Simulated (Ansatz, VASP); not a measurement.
One calculation of SnTe, two programs

```
CELL_PARAMETERS angstrom
0.00000 3.19804 3.19804
3.19804 0.00000 3.19804
3.19804 3.19804 0.00000
ATOMIC_POSITIONS crystal
Sn 0.00000 0.00000 0.00000
Te 0.50000 0.50000 0.50000
```

Change from the starting cell: volume scaled by 1.04.

Alike in both runs: task single point; functional PBEsol; k mesh 11 × 11 × 11; occupations fermi-dirac, width 0.08 eV; no spin polarisation.

```csv
,VASP,Ansatz
version,VASP 6.6.1,Ansatz 0.2.0
potentials or method,"VASP PAW PBE potentials, release 64 (Sn_d, Te), cutoff 520 eV","all-electron LAPW, scalar-relativistic"
```

|  | VASP | Ansatz | Ansatz less VASP |
| --- | --- | --- | --- |
| pressure (GPa) | -2.2 | -2.1 | +0.03 |

VASP's potentials were made for PBE, not for PBEsol. Ansatz ran all-electron here, and VASP with PAW potentials.

Neither program's run includes spin-orbit coupling.
